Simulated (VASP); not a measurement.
# BN (F-43m) in VASP: further runs, part 2 of 2

VASP 6.6.1. Earlier steps stand in the parts before.

**5. Single point, r2SCAN**

This run uses another cell than the first one, of 5.84 Å³/atom, 1.031 times its volume.

POSCAR reads:

```
BN
1.0
    0.0000000000      1.8011970000      1.8011970000
    1.8011970000      0.0000000000      1.8011970000
    1.8011970000      1.8011970000      0.0000000000
B N
1 1
Direct
    0.0000000000      0.0000000000      0.0000000000
    0.2500000000      0.2500000000      0.2500000000
```

INCAR.step1 reads:

```
PREC = Accurate
ENCUT = 660
ISMEAR = 0
SIGMA = 0.01
LREAL = F
LASPH = T
NELM = 120
NBANDS = 11
GGA = PE
ALGO = Normal
EDIFF = 1E-5
LWAVE = T
LCHARG = F
GGA_COMPAT = F
```

INCAR.step2 reads:

```
PREC = Accurate
ENCUT = 660
EDIFF = 1E-6
ISMEAR = 0
SIGMA = 0.01
LREAL = F
LASPH = T
NELM = 120
ALGO = Normal
ISIF = 2
LWAVE = F
LCHARG = F
METAGGA = R2SCAN
LMIXTAU = T
NBANDS = 11
ISTART = 1
GGA_COMPAT = F
```

KPOINTS reads:

```
regular mesh
0
Gamma
  12 12 12
```

Potentials or basis: VASP PAW PBE potentials, release 64 (B, N).

Run with:

```bash
> cat potpaw_PBE.64/B/POTCAR potpaw_PBE.64/N/POTCAR > POTCAR
> cp INCAR.step1 INCAR
> mpirun -np 1 vasp_std > vasp.out
> cp INCAR.step2 INCAR
> mpirun -np 1 vasp_std > vasp.out
```

OUTCAR:

```text
PREC = Accurate
   ENCUT = 660
   EDIFF = 1E-6
   ISMEAR = 0
   LREAL = F
   LASPH = T
   NELM = 120
   ISIF = 2
   METAGGA = R2SCAN
   ISTART = 1

 ion  position               nearest neighbor table
   1  0.000  0.000  0.000-   2 1.56   2 1.56   2 1.56   2 1.56
   2  0.250  0.250  0.250-   1 1.56   1 1.56   1 1.56   1 1.56

  LATTYP: Found a face centered cubic cell.
 ALAT       =     3.6023940000

  Lattice vectors:

 A1 = (   0.0000000000,   1.8011970000,   1.8011970000)
 A2 = (   1.8011970000,   0.0000000000,   1.8011970000)
 A3 = (   1.8011970000,   1.8011970000,   0.0000000000)

Analysis of symmetry for initial positions (statically):
=====================================================================
 Subroutine PRICEL returns:
 Original cell was already a primitive cell.

 Routine SETGRP: Setting up the symmetry group for a
 face centered cubic supercell.

 Subroutine GETGRP returns: Found 24 space group operations
 (whereof 24 operations were pure point group operations)
 out of a pool of 48 trial point group operations.

The static configuration has the point symmetry T_d .

Analysis of symmetry for dynamics (positions and initial velocities):
=====================================================================
 Subroutine PRICEL returns:
 Original cell was already a primitive cell.

 Routine SETGRP: Setting up the symmetry group for a
 face centered cubic supercell.

 Subroutine GETGRP returns: Found 24 space group operations
 (whereof 24 operations were pure point group operations)
 out of a pool of 48 trial point group operations.

The dynamic configuration has the point symmetry T_d .

 Subroutine INISYM returns: Found 24 space group operations
 (whereof 24 operations are pure point group operations),
 and found     1 'primitive' translations

----------------------------------------------------------------------------------------

                                     Primitive cell

  volume of cell :      11.6873

  direct lattice vectors                    reciprocal lattice vectors
     0.000000000  1.801197000  1.801197000    -0.277593178  0.277593178  0.277593178
     1.801197000  0.000000000  1.801197000     0.277593178 -0.277593178  0.277593178
     1.801197000  1.801197000  0.000000000     0.277593178  0.277593178 -0.277593178

  length of vectors
     2.547277226  2.547277226  2.547277226     0.480805489  0.480805489  0.480805489

  position of ions in fractional coordinates (direct lattice)
     0.000000000  0.000000000  0.000000000
     0.250000000  0.250000000  0.250000000

  ion indices of the primitive-cell ions
   primitive index   ion index
                 1           1
                 2           2

----------------------------------------------------------------------------------------

 KPOINTS: regular mesh

Automatic generation of k-mesh.
 Grid dimensions read from file:
 generate k-points for:   12   12   12

 Generating k-lattice:

  Cartesian coordinates                     Fractional coordinates (reciprocal lattice)
    -0.023132765  0.023132765  0.023132765     0.083333333  0.000000000  0.000000000
     0.023132765 -0.023132765  0.023132765     0.000000000  0.083333333  0.000000000
     0.023132765  0.023132765 -0.023132765     0.000000000  0.000000000  0.083333333

  Length of vectors
     0.040067124  0.040067124  0.040067124

  Shift w.r.t. Gamma in fractional coordinates (k-lattice)
     0.000000000  0.000000000  0.000000000

 Subroutine IBZKPT returns following result:
 ===========================================

 Found     72 irreducible k-points:

 Following reciprocal coordinates:
            Coordinates               Weight
  0.000000  0.000000  0.000000      1.000000
  0.083333  0.000000  0.000000      8.000000
  0.166667  0.000000  0.000000      8.000000
  0.250000  0.000000  0.000000      8.000000
  0.333333  0.000000  0.000000      8.000000
  0.416667  0.000000  0.000000      8.000000
[... 16 lines left out ...]
  0.500000  0.166667  0.000000     24.000000
 -0.416667  0.166667  0.000000     24.000000
 [... further k-points ...]
   k-points           NKPTS =     72   k-points in BZ     NKDIM =     72   number of bands    NBANDS=     11
   number of dos      NEDOS =    301   number of ions     NIONS =      2
   total plane-waves  NPLWV =  13824
   dimension x,y,z NGX =    24 NGY =   24 NGZ =   24
   dimension x,y,z NGXF=    48 NGYF=   48 NGZF=   48
   ions per type =               1   1
   NGX,Y,Z   is equivalent  to a cutoff of  15.66, 15.66, 15.66 a.u.
   NGXF,Y,Z  is equivalent  to a cutoff of  31.33, 31.33, 31.33 a.u.
 SYSTEM =  unknown system
   PREC   = accura    normal or accurate (medium, high low for compatibility)
   ISTART =      1    job   : 0-new  1-cont  2-samecut
   ICHARG =      0    charge: 1-file 2-atom 10-const
   ISPIN  =      1    spin polarized calculation?
   LNONCOLLINEAR =      F non collinear calculations
   LSORBIT =      F    spin-orbit coupling
   LASPH  =      T    aspherical Exc in radial PAW
   ENCUT  =  660.0 eV  48.51 Ry    6.96 a.u.   5.34  5.34  5.34*2*pi/ulx,y,z
   NELM   =    120;   NELMIN=  2; NELMDL=  0     # of ELM steps
   EDIFF  = 0.1E-05   stopping-criterion for ELM
   LREAL  =      F    real-space projection
   EDIFFG = 0.1E-04   stopping-criterion for IOM
   NSW    =      0    number of steps for IOM
   IBRION =     -1    ionic relax: 0-MD 1-quasi-New 2-CG
   NFREE  =      0    steps in history (QN), initial steepest desc. (CG)
   ISIF   =      2    stress and relaxation
   ISYM   =      2    0-nonsym 1-usesym 2-fastsym
   POTIM  = 0.5000    time-step for ionic-motion
   TEBEG  =    0.0;   TEEND  =   0.0 temperature during run
   PSTRESS=    0.0 pullay stress
   NELECT =       8.0000    total number of electrons
   NUPDOWN=      -1.0000    fix difference up-down
   EMIN   =  10.00;   EMAX   =-10.00  energy-range for DOS
   EFERMI =   0.00;   METHOD = LEGACY
   ISMEAR =     0;   SIGMA  =   0.01  broadening in eV -4-tet -1-fermi 0-gaus
   EFERMI_NEDOS =   21; number of points for ismear=-14 and -15
   IALGO  =     38    algorithm
   IMIX   =      4    mixing-type and parameters
     AMIX     =   0.40;   BMIX     =  1.00
     AMIX_MAG =   1.60;   BMIX_MAG =  1.00
  volume/ion in A,a.u.               =       5.84        39.43
  Fermi-wavevector in a.u.,A,eV,Ry     =   1.442781  2.726460 28.322101  2.081616
  Thomas-Fermi vector in A             =   2.561262
   LORBIT       =      0    0 simple, 1 ext, 2 COOP (PROOUT), +10 PAW based schemes
   METAGGA = R2SCAN    functional components
   LHFCALC =     F    Hartree Fock is set to
   AEXX    =    0.0000 exact exchange contribution
   IVDW    =     0    specifies the selected vdW correction
   LEPSILON=     F    determine dielectric tensor
   LRPA    =     F    only Hartree local field effects (RPA)
 non-spin polarized calculation
 Gauss-broadening in eV      SIGMA  =   0.01
  energy-cutoff  :      660.00
  volume of cell :       11.69
 maximum number of plane-waves:       464
 NGX is ok and might be reduce to    24
   NGX = 11   NGY = 11   NGZ = 11

 number of electron       8.0000000 magnetization

 Free energy of the ion-electron system (eV)
  ---------------------------------------------------
  ext. energy  EPLUGINS =         0.00000000
  ---------------------------------------------------
  free energy    TOTEN  =       -19.17358241 eV

  energy without entropy =      -19.17358241  energy(sigma->0) =      -19.17358241

 E-fermi :   7.4372     XC(G=0): -13.7017

 val. band max:        7.3710076114   @ k =   0.0000   0.0000   0.0000
 cond. band min:      12.3606579407   @ k =   0.5000   0.5000   0.0000
 fundamental gap:      4.9896503293
 Fermi energy:         7.4372461575

 k-point     1 :       0.0000    0.0000    0.0000
  band No.  band energies     occupation
      1     -14.0420      2.00000
      2       7.3710      2.00000
      3       7.3710      2.00000
      4       7.3710      2.00000
      5      16.9487      0.00000
      6      16.9487      0.00000
      7      16.9487      0.00000
      8      18.6155      0.00000
      9      33.7122      0.00000
     10      36.2424      0.00000
     11      36.2424      0.00000
[... 309 lines left out ...]
 k-point    24 :      -0.4167    0.1667    0.0000
  band No.  band energies     occupation
      1      -9.3156      2.00000
      2      -3.0898      2.00000
      3       3.0359      2.00000
      4       4.6782      2.00000
      5      17.4311      0.00000
      6      20.5218      0.00000
      7      20.5590      0.00000
      8      24.3305      0.00000
      9      29.8669      0.00000
     10      34.0779      0.00000
     11      35.8307      0.00000

 [... further k-points ...]
[... 5 lines left out ...]
  --------------------------------------------------------------------------------------
  -------------------------------------------------------------------------------------
  Total        0.2645198      0.2645198      0.2645198     -0.0000000      0.0000000      0.0000000
  in kB       36.2622815     36.2622815     36.2622815     -0.0000000      0.0000000      0.0000000
  external PRESSURE =      36.2622815 kB  Pullay stress =       0.0000000 kB

 VOLUME and BASIS-vectors are now :
 -----------------------------------------------------------------------------
  energy-cutoff  :      660.00
  volume of cell :       11.69
      direct lattice vectors                 reciprocal lattice vectors
     0.000000000  1.801197000  1.801197000    -0.277593178  0.277593178  0.277593178
     1.801197000  0.000000000  1.801197000     0.277593178 -0.277593178  0.277593178
     1.801197000  1.801197000  0.000000000     0.277593178  0.277593178 -0.277593178

 POSITION                                       TOTAL-FORCE (eV/Angst)
 -----------------------------------------------------------------------------------
      0.00000      0.00000      0.00000        -0.000000     -0.000000     -0.000000
      0.90060      0.90060      0.90060         0.000000      0.000000      0.000000
 -----------------------------------------------------------------------------------
    total drift:                                0.000000      0.000000      0.000000

  FREE ENERGIE OF THE ION-ELECTRON SYSTEM (eV)
  ---------------------------------------------------
  free  energy   TOTEN  =       -19.1735824054 eV

  energy  without entropy=      -19.1735824054  energy(sigma->0) =      -19.17358241
```

OUTCAR.step1:

```text
PREC = Accurate
   ENCUT = 660
   ISMEAR = 0
   LREAL = F
   LASPH = T
[... 557 lines left out ...]
 -----------------------------------------------------------------------------------
      0.00000      0.00000      0.00000        -0.000000     -0.000000     -0.000000
      0.90060      0.90060      0.90060         0.000000      0.000000      0.000000
 -----------------------------------------------------------------------------------
    total drift:                                0.000000      0.000000      0.000000

  FREE ENERGIE OF THE ION-ELECTRON SYSTEM (eV)
  ---------------------------------------------------
  free  energy   TOTEN  =       -17.4518115123 eV

  energy  without entropy=      -17.4518115123  energy(sigma->0) =      -17.45181151
```

OSZICAR.step1:

```text
N       E                     dE             d eps       ncg     rms          rms(c)
DAV:   1     0.198295944487E+02    0.19830E+02   -0.56115E+03  1600   0.866E+02
DAV:   2    -0.176774333498E+02   -0.37507E+02   -0.36517E+02  1895   0.213E+02
DAV:   3    -0.184343969404E+02   -0.75696E+00   -0.75558E+00  1896   0.247E+01
DAV:   4    -0.184355046293E+02   -0.11077E-02   -0.11076E-02  1743   0.108E+00
DAV:   5    -0.184355057790E+02   -0.11497E-05   -0.11497E-05  1853   0.348E-02    0.673E+00
DAV:   6    -0.175415769589E+02    0.89393E+00   -0.29410E+00  1975   0.109E+01    0.327E+00
DAV:   7    -0.174661691243E+02    0.75408E-01   -0.10106E-01  1803   0.271E+00    0.191E+00
DAV:   8    -0.174515146458E+02    0.14654E-01   -0.36592E-02  1766   0.142E+00    0.200E-01
DAV:   9    -0.174517215980E+02   -0.20695E-03   -0.82675E-04  1674   0.260E-01    0.835E-02
DAV:  10    -0.174518066858E+02   -0.85088E-04   -0.11633E-04  1742   0.101E-01    0.157E-02
DAV:  11    -0.174518115123E+02   -0.48265E-05   -0.73008E-06  1624   0.236E-02
   1 F= -.17451812E+02 E0= -.17451812E+02  d E =-.561313E-49
```

It took 41 s on 1 thread of Intel Xeon Platinum 8488C (Sapphire Rapids), shared host; peak memory 0.14 GiB.

What came out:

| Item | Value |
| --- | --- |
| Free energy | -19.1736 eV |
| Pressure | 3.6 GPa |
| Band gap on the k mesh | 4.99 eV, indirect (least direct gap 9.58 eV) |

Caveat: the PAW data sets were made with another functional, which shifts forces and pressure a little. A k mesh can miss the band edges.

**6. Single point, r2SCAN**

This run uses another cell than the first one, of 5.76 Å³/atom, 1.015 times its volume.

POSCAR reads:

```
BN
1.0
    0.0000000000      1.7921820000      1.7921820000
    1.7921820000      0.0000000000      1.7921820000
    1.7921820000      1.7921820000      0.0000000000
B N
1 1
Direct
    0.0000000000      0.0000000000      0.0000000000
    0.2500000000      0.2500000000      0.2500000000
```

INCAR.step1 reads:

```
SYSTEM = BN
PREC     = Accurate       ! precision mode
ENCUT    = 660            ! plane-wave cutoff, eV
ISMEAR   = 0              ! smearing method
SIGMA    = 0.01           ! smearing width, eV
LREAL    = .FALSE.        ! projectors in reciprocal space
LASPH    = .TRUE.         ! aspherical terms in the spheres
NELM     = 120            ! most SCF steps
NBANDS   = 11             ! bands
GGA      = PE             ! functional
ALGO     = Normal         ! electronic algorithm
EDIFF    = 1E-5           ! SCF threshold, eV
LWAVE    = .TRUE.         ! write WAVECAR
LCHARG   = .FALSE.        ! write CHGCAR
GGA_COMPAT= .FALSE.
```

INCAR.step2 reads:

```
SYSTEM = BN
PREC     = Accurate       ! precision mode
ENCUT    = 660            ! plane-wave cutoff, eV
EDIFF    = 1E-6           ! SCF threshold, eV
ISMEAR   = 0              ! smearing method
SIGMA    = 0.01           ! smearing width, eV
LREAL    = .FALSE.        ! projectors in reciprocal space
LASPH    = .TRUE.         ! aspherical terms in the spheres
NELM     = 120            ! most SCF steps
ALGO     = Normal         ! electronic algorithm
ISIF     = 2              ! what is computed and relaxed
LWAVE    = .FALSE.        ! write WAVECAR
LCHARG   = .FALSE.        ! write CHGCAR
METAGGA  = R2SCAN         ! meta-GGA
LMIXTAU  = .TRUE.       
NBANDS   = 11             ! bands
ISTART   = 1            
GGA_COMPAT= .FALSE.
```

KPOINTS reads:

```
Automatic mesh
0
G
  12 12 12
  0 0 0
```

Potentials or basis: VASP PAW PBE potentials, release 64 (B, N).

Run with:

```bash
> cat potpaw_PBE.64/B/POTCAR potpaw_PBE.64/N/POTCAR > POTCAR
> cp INCAR.step1 INCAR
> mpirun -np 1 vasp_std > vasp.out
> cp INCAR.step2 INCAR
> mpirun -np 1 vasp_std > vasp.out
```

It took 38 s on 1 thread of Intel Xeon Platinum 8488C (Sapphire Rapids), shared host; peak memory 0.14 GiB.

It converged, with:

- Free energy: -19.1660 eV
- Pressure: 9.9 GPa
- Band gap on the k mesh: 5.01 eV, indirect (least direct gap 9.65 eV)

Levels at points of the mesh, in eV from the valence-band top:
| k point | band 1 | band 2 | band 3 | band 4 | band 5 | band 6 | band 7 | band 8 | band 9 |
| --- | --- | --- | --- | --- | --- | --- | --- | --- | --- |
| (0.00, 0.00, 0.00) | -21.59 | 0.00 | 0.00 | 0.00 | 9.65 | 9.65 | 9.65 | 11.51 | 26.64 |
| (0.50, 0.00, 0.00) | -17.17 | -11.33 | -2.06 | -2.06 | 11.14 | 11.61 | 11.61 | 16.68 | 25.27 |
| (0.50, 0.50, 0.00) | -15.71 | -9.49 | -5.23 | -5.23 | 5.01 | 9.97 | 19.67 | 19.67 | 22.66 |

Caveat: the PAW data sets were made with another functional, which shifts forces and pressure a little. A k mesh can miss the band edges.

**7. Overview**

```tsv
cell	gap on the mesh (eV)	pressure (GPa)
a = 2.522 Å, angles 60.0°, 2 atoms	5.03	16.5
a = 2.509 Å, angles 60.0°, 2 atoms	5.04	23.5
a = 2.560 Å, angles 60.0°, 2 atoms	4.97	-2.3
a = 2.547 Å, angles 60.0°, 2 atoms	4.99	3.6
a = 2.535 Å, angles 60.0°, 2 atoms	5.01	9.9
```

Alike in all rows: task single point; level r2SCAN; potentials or basis VASP PAW PBE potentials, release 64 (B, N); no spin polarisation; k mesh 12 × 12 × 12; cutoff (eV) 660; smearing gaussian 0.01 eV.

Caveats: the PAW data sets were made with another functional, which shifts forces and pressure a little.

Total energies depend on the potentials used, so only differences within one code and one set of settings carry meaning.
